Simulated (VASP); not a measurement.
# ZnSe (F-43m) in VASP: settings compared

The runs below take ZnSe through single point, relaxation of cell and atoms, with PBE-based screened hybrid with 10 % exact exchange, PBE-based screened hybrid with 15 % exact exchange, LAK, BHLYP.

Everything below comes from runs of VASP 6.6.1. Logs are shortened: lines on timing, memory, paths and dates and some standing lists are left out, and cuts for length are marked.

## Step 1: The cell of the first run

The structure is cubic, space group F-43m (No. 216). The conventional cell has a = 5.668 Å, b = 5.668 Å, c = 5.668 Å, α = 90.00°, β = 90.00°, γ = 90.00°. Within 3.2 Å of Se (site symmetry -43m) lie 4 Zn at 2.45 Å. Zn (site symmetry -43m) has 4 Se at 2.45 Å within 3.2 Å.

## Step 2: Single point, PBE-based screened hybrid with 10 % exact exchange

POSCAR reads:

```
ZnSe
1.0
    0.0000000000      2.8338000000      2.8338000000
    2.8338000000      0.0000000000      2.8338000000
    2.8338000000      2.8338000000      0.0000000000
Se Zn
1 1
Direct
    0.7500000000      0.7500000000      0.7500000000
    0.0000000000      0.0000000000      0.0000000000
```

INCAR.step1 reads:

```
  ALGO = Normal
  EDIFF = 1E-5
  ENCUT = 520
  GGA = PE
  ISIF = 2
  ISMEAR = -1
  LASPH = T
  LCHARG = F
  LREAL = F
  LWAVE = T
  NBANDS = 16
  NELM = 60
  PREC = Accurate
  SIGMA = 0.05
```

INCAR.step2 reads:

```
  AEXX = 0.1
  ALGO = Normal
  EDIFF = 1E-6
  ENCUT = 520
  GGA = PE
  HFSCREEN = 0.2078699
  ISIF = 2
  ISMEAR = -1
  ISTART = 1
  LASPH = T
  LCHARG = F
  LHFCALC = T
  LREAL = F
  LWAVE = F
  NBANDS = 16
  NELM = 60
  PREC = Accurate
  PRECFOCK = Normal
  SIGMA = 0.05
```

KPOINTS reads:

```
k-points
0
Gamma
  5 5 5
```

Potentials or basis: VASP PAW PBE potentials, release 64 (Se, Zn).

The run is started by

```console
> cat potpaw_PBE.64/Se/POTCAR potpaw_PBE.64/Zn/POTCAR > POTCAR
> cp INCAR.step1 INCAR
> mpirun -np 1 vasp_std > vasp.out
> cp INCAR.step2 INCAR
> mpirun -np 1 vasp_std > vasp.out
```

OUTCAR:

```text
AEXX = 0.1
   EDIFF = 1E-6
   ENCUT = 520
   GGA = PE
   HFSCREEN = 0.2078699
   ISIF = 2
   ISMEAR = -1
   ISTART = 1
   LASPH = T
   LHFCALC = T
   LREAL = F
   NELM = 60
   PREC = Accurate
   PRECFOCK = Normal

 ion  position               nearest neighbor table
   1  0.750  0.750  0.750-   2 2.45   2 2.45   2 2.45   2 2.45
   2  0.000  0.000  0.000-   1 2.45   1 2.45   1 2.45   1 2.45

  LATTYP: Found a face centered cubic cell.
 ALAT       =     5.6676000000

  Lattice vectors:

 A1 = (   0.0000000000,   2.8338000000,   2.8338000000)
 A2 = (   2.8338000000,   0.0000000000,   2.8338000000)
 A3 = (   2.8338000000,   2.8338000000,   0.0000000000)

Analysis of symmetry for initial positions (statically):
=====================================================================
 Subroutine PRICEL returns:
 Original cell was already a primitive cell.

 Routine SETGRP: Setting up the symmetry group for a
 face centered cubic supercell.

 Subroutine GETGRP returns: Found 24 space group operations
 (whereof 24 operations were pure point group operations)
 out of a pool of 48 trial point group operations.

The static configuration has the point symmetry T_d .

Analysis of symmetry for dynamics (positions and initial velocities):
=====================================================================
 Subroutine PRICEL returns:
 Original cell was already a primitive cell.

 Routine SETGRP: Setting up the symmetry group for a
 face centered cubic supercell.

 Subroutine GETGRP returns: Found 24 space group operations
 (whereof 24 operations were pure point group operations)
 out of a pool of 48 trial point group operations.

The dynamic configuration has the point symmetry T_d .

 Subroutine INISYM returns: Found 24 space group operations
 (whereof 24 operations are pure point group operations),
 and found     1 'primitive' translations

----------------------------------------------------------------------------------------

                                     Primitive cell

  volume of cell :      45.5132

  direct lattice vectors                    reciprocal lattice vectors
     0.000000000  2.833800000  2.833800000    -0.176441527  0.176441527  0.176441527
     2.833800000  0.000000000  2.833800000     0.176441527 -0.176441527  0.176441527
     2.833800000  2.833800000  0.000000000     0.176441527  0.176441527 -0.176441527

  length of vectors
     4.007598393  4.007598393  4.007598393     0.305605690  0.305605690  0.305605690

  position of ions in fractional coordinates (direct lattice)
     0.750000000  0.750000000  0.750000000
     0.000000000  0.000000000  0.000000000

  ion indices of the primitive-cell ions
   primitive index   ion index
                 1           1
                 2           2

----------------------------------------------------------------------------------------

 KPOINTS: k-points

Automatic generation of k-mesh.
 Grid dimensions read from file:
 generate k-points for:    5    5    5

 Generating k-lattice:

  Cartesian coordinates                     Fractional coordinates (reciprocal lattice)
    -0.035288305  0.035288305  0.035288305     0.200000000  0.000000000  0.000000000
     0.035288305 -0.035288305  0.035288305     0.000000000  0.200000000  0.000000000
     0.035288305  0.035288305 -0.035288305     0.000000000  0.000000000  0.200000000

  Length of vectors
     0.061121138  0.061121138  0.061121138

  Shift w.r.t. Gamma in fractional coordinates (k-lattice)
     0.000000000  0.000000000  0.000000000

 Subroutine IBZKPT returns following result:
 ===========================================

 Found     10 irreducible k-points:

 Following reciprocal coordinates:
            Coordinates               Weight
  0.000000  0.000000  0.000000      1.000000
  0.200000  0.000000  0.000000      8.000000
  0.400000  0.000000  0.000000      8.000000
  0.200000  0.200000  0.000000      6.000000
  0.400000  0.200000  0.000000     24.000000
 -0.400000  0.200000  0.000000     24.000000
 -0.200000  0.200000  0.000000     12.000000
  0.400000  0.400000  0.000000      6.000000
 -0.400000  0.400000  0.000000     12.000000
 -0.400000  0.400000  0.200000     24.000000
   k-points           NKPTS =     10   k-points in BZ     NKDIM =    125   number of bands    NBANDS=     16
   number of dos      NEDOS =    301   number of ions     NIONS =      2
   total plane-waves  NPLWV =  27000
   dimension x,y,z NGX =    30 NGY =   30 NGZ =   30
   dimension x,y,z NGXF=    60 NGYF=   60 NGZF=   60
   ions per type =               1   1
   NGX,Y,Z   is equivalent  to a cutoff of  12.44, 12.44, 12.44 a.u.
   NGXF,Y,Z  is equivalent  to a cutoff of  24.89, 24.89, 24.89 a.u.
 SYSTEM =  unknown system
   PREC   = accura    normal or accurate (medium, high low for compatibility)
   ISTART =      1    job   : 0-new  1-cont  2-samecut
   ICHARG =      0    charge: 1-file 2-atom 10-const
   ISPIN  =      1    spin polarized calculation?
   LNONCOLLINEAR =      F non collinear calculations
   LSORBIT =      F    spin-orbit coupling
   LASPH  =      T    aspherical Exc in radial PAW
   ENCUT  =  520.0 eV  38.22 Ry    6.18 a.u.   7.45  7.45  7.45*2*pi/ulx,y,z
   NELM   =     60;   NELMIN=  2; NELMDL=  0     # of ELM steps
   EDIFF  = 0.1E-05   stopping-criterion for ELM
   LREAL  =      F    real-space projection
   EDIFFG = 0.1E-04   stopping-criterion for IOM
   NSW    =      0    number of steps for IOM
   IBRION =     -1    ionic relax: 0-MD 1-quasi-New 2-CG
   NFREE  =      0    steps in history (QN), initial steepest desc. (CG)
   ISIF   =      2    stress and relaxation
   ISYM   =      3    0-nonsym 1-usesym 2-fastsym
   POTIM  = 0.5000    time-step for ionic-motion
   TEBEG  =    0.0;   TEEND  =   0.0 temperature during run
   PSTRESS=    0.0 pullay stress
   NELECT =      18.0000    total number of electrons
   NUPDOWN=      -1.0000    fix difference up-down
   EMIN   =  10.00;   EMAX   =-10.00  energy-range for DOS
   EFERMI =   0.00;   METHOD = LEGACY
   ISMEAR =    -1;   SIGMA  =   0.05  broadening in eV -4-tet -1-fermi 0-gaus
   EFERMI_NEDOS =   21; number of points for ismear=-14 and -15
   IALGO  =     38    algorithm
   IMIX   =      1    mixing-type and parameters
     AMIX     =   0.40;   BMIX     =  1.00
     AMIX_MAG =   1.60;   BMIX_MAG =  1.00
  volume/ion in A,a.u.               =      22.76       153.57
  Fermi-wavevector in a.u.,A,eV,Ry     =   1.201673  2.270834 19.647073  1.444019
  Thomas-Fermi vector in A             =   2.337476
   LORBIT       =      0    0 simple, 1 ext, 2 COOP (PROOUT), +10 PAW based schemes
   GGA     = PE    functional components
   LHFCALC =     T    Hartree Fock is set to
   PRECFOCK=normal    Normal, Fast or Accurate (Low or Medium for compatibility)
   ENCUT4O =  -1.0   cutoff for four orbital integrals eV
   NKREDX  =     1    reduce k-point grid by
   NKREDY  =     1    reduce k-point grid by
   NKREDZ  =     1    reduce k-point grid by
   AEXX    =    0.1000 exact exchange contribution
   HFSCREEN=    0.2079 screening length (either q_TF or 0.3 A-1)
   HFSCREENC=   0.2079 screening length for correlation (either q_TF or 0.3 A-1)
   ENCUTFOCK=  -1.0 apply spherical cutoff to Coloumb kernel
   IVDW    =     0    specifies the selected vdW correction
   LEPSILON=     F    determine dielectric tensor
   LRPA    =     F    only Hartree local field effects (RPA)
 non-spin polarized calculation
  energy-cutoff  :      520.00
  volume of cell :       45.51
 maximum number of plane-waves:      1244
 NGX is ok and might be reduce to    30
  NGX = 24; NGY = 24; NGZ = 24

 number of electron      18.0000012 magnetization

 Free energy of the ion-electron system (eV)
  ---------------------------------------------------
  ext. energy  EPLUGINS =         0.00000000
  ---------------------------------------------------
  free energy    TOTEN  =        -6.54230139 eV

  energy without entropy =       -6.54230139  energy(sigma->0) =       -6.54230139

 E-fermi :   2.2542     XC(G=0):  -8.6829

 val. band max:        1.3640041008   @ k =   0.0000   0.0000   0.0000
 cond. band min:       3.0876502222   @ k =   0.0000   0.0000   0.0000
 fundamental gap:      1.7236461214
 Fermi energy:         2.2541716670

 k-point     1 :       0.0000    0.0000    0.0000
  band No.  band energies     occupation
      1     -12.3438      2.00000
      2      -5.8322      2.00000
      3      -5.8322      2.00000
      4      -5.8322      2.00000
      5      -5.4816      2.00000
      6      -5.4816      2.00000
[... 8 lines left out ...]
     15      13.3134      0.00000
     16      13.3134      0.00000

 k-point     2 :       0.2000    0.0000    0.0000
  band No.  band energies     occupation
      1     -12.0895      2.00000
      2      -5.7974      2.00000
      3      -5.7974      2.00000
      4      -5.7870      2.00000
      5      -5.4831      2.00000
      6      -5.4831      2.00000
[... 8 lines left out ...]
     15      12.2025      0.00000
     16      12.8158      0.00000

 k-point     3 :       0.4000    0.0000    0.0000
  band No.  band energies     occupation
      1     -11.6151      2.00000
      2      -5.7531      2.00000
      3      -5.7531      2.00000
      4      -5.4804      2.00000
      5      -5.4698      2.00000
      6      -5.4698      2.00000
[... 8 lines left out ...]
     15      13.7826      0.00000
     16      13.7826      0.00000

 k-point     4 :       0.2000    0.2000    0.0000
  band No.  band energies     occupation
      1     -12.0043      2.00000
      2      -5.8235      2.00000
      3      -5.7609      2.00000
      4      -5.7609      2.00000
      5      -5.5029      2.00000
      6      -5.4658      2.00000
[... 8 lines left out ...]
     15      13.8858      0.00000
     16      14.6612      0.00000
[... 58 lines left out ...]
 k-point     8 :       0.4000    0.4000    0.0000
  band No.  band energies     occupation
      1     -11.3689      2.00000
      2      -5.7601      2.00000
      3      -5.6207      2.00000
      4      -5.6207      2.00000
      5      -5.4401      2.00000
      6      -5.3888      2.00000
[... 8 lines left out ...]
     15      15.3761      0.00000
     16      17.4945      0.00000

 k-point     9 :      -0.4000    0.4000    0.0000
  band No.  band energies     occupation
      1     -11.2542      2.00000
      2      -5.7293      2.00000
      3      -5.6190      2.00000
      4      -5.5706      2.00000
      5      -5.4537      2.00000
      6      -5.2143      2.00000
[... 8 lines left out ...]
     15      14.4210      0.00000
     16      16.9571      0.00000

 k-point    10 :      -0.4000    0.4000    0.2000
  band No.  band energies     occupation
      1     -11.3196      2.00000
      2      -5.7099      2.00000
      3      -5.6675      2.00000
      4      -5.5439      2.00000
      5      -5.4728      2.00000
      6      -5.2602      2.00000
[... 8 lines left out ...]
     15      14.4691      0.00000
     16      17.0968      0.00000

------------------------ aborting loop because EDIFF is reached ----------------------------------------

  FORCE on cell =-STRESS in cart. coord.  units (eV):
  Direction    XX          YY          ZZ          XY          YZ          ZX
  --------------------------------------------------------------------------------------
  -------------------------------------------------------------------------------------
  Total        0.5364110      0.5364110      0.5364110      0.0000000      0.0000000      0.0000000
  in kB       18.8829869     18.8829869     18.8829869      0.0000000      0.0000000      0.0000000
  external PRESSURE =      18.8829869 kB  Pullay stress =       0.0000000 kB

 VOLUME and BASIS-vectors are now :
 -----------------------------------------------------------------------------
  energy-cutoff  :      520.00
  volume of cell :       45.51
      direct lattice vectors                 reciprocal lattice vectors
     0.000000000  2.833800000  2.833800000    -0.176441527  0.176441527  0.176441527
     2.833800000  0.000000000  2.833800000     0.176441527 -0.176441527  0.176441527
     2.833800000  2.833800000  0.000000000     0.176441527  0.176441527 -0.176441527

 POSITION                                       TOTAL-FORCE (eV/Angst)
 -----------------------------------------------------------------------------------
      4.25070      4.25070      4.25070        -0.000000     -0.000000      0.000000
      0.00000      0.00000      0.00000         0.000000      0.000000     -0.000000
 -----------------------------------------------------------------------------------
    total drift:                               -0.000161     -0.000117     -0.000087

  FREE ENERGIE OF THE ION-ELECTRON SYSTEM (eV)
  ---------------------------------------------------
  free  energy   TOTEN  =        -6.5423013927 eV

  energy  without entropy=       -6.5423013910  energy(sigma->0) =       -6.54230139
```

It took 17 min on 1 thread of AMD EPYC 7R13 (Zen 3), shared host; peak memory 0.25 GiB.

Results:

```
Free energy            : -6.5423 eV
Pressure               : 1.9 GPa
Band gap on the k mesh : 1.72 eV
```

Caveat: the PAW data sets were made with another functional, which shifts forces and pressure a little.

## Step 3: Single point, PBE-based screened hybrid with 15 % exact exchange

POSCAR is that of step 2.

INCAR.step1 reads:

```
SYSTEM = ZnSe
PREC = Accurate
ENCUT = 520
EDIFF = 1E-5
ISMEAR = -1
SIGMA = 0.05
LREAL = .FALSE.
LASPH = .TRUE.
NELM = 100
ALGO = Normal
ISIF = 2
LWAVE = .TRUE.
LCHARG = .FALSE.
NBANDS = 16
GGA = PE
```

INCAR.step2 reads:

```
SYSTEM = ZnSe
PREC = Accurate
ENCUT = 520
EDIFF = 1E-6
ISMEAR = -1
SIGMA = 0.05
LREAL = .FALSE.
LASPH = .TRUE.
NELM = 100
ALGO = Normal
ISIF = 2
LWAVE = .FALSE.
LCHARG = .FALSE.
GGA = PE
LHFCALC = .TRUE.
AEXX = 0.15
HFSCREEN = 0.2078699
PRECFOCK = Normal
NBANDS = 16
ISTART = 1
```

KPOINTS reads:

```
Automatic mesh
0
G
  5 5 5
  0 0 0
```

Potentials or basis: VASP PAW PBE potentials, release 64 (Se, Zn).

The run is started by

```console
> cat potpaw_PBE.64/Se/POTCAR potpaw_PBE.64/Zn/POTCAR > POTCAR
> cp INCAR.step1 INCAR
> mpirun -np 1 vasp_std > vasp.out
> cp INCAR.step2 INCAR
> mpirun -np 1 vasp_std > vasp.out
```

It took 21 min on 1 thread of AMD EPYC 7R13 (Zen 3), shared host; peak memory 0.25 GiB.

It converged, with:

```yaml
Free_energy: -6.8253 eV
Pressure: 1.7 GPa
Band_gap_on_the_k_mesh: 1.95 eV
```

Levels at points of the mesh, in eV from the valence-band top:
| k point | band 7 | band 8 | band 9 | band 10 | band 11 | band 12 |
| --- | --- | --- | --- | --- | --- | --- |
| (0.00, 0.00, 0.00) | 0.00 | 0.00 | 0.00 | 1.95 | 6.48 | 6.48 |

Caveat: the PAW data sets were made with another functional, which shifts forces and pressure a little.

(Continued in part 2 of 3.)
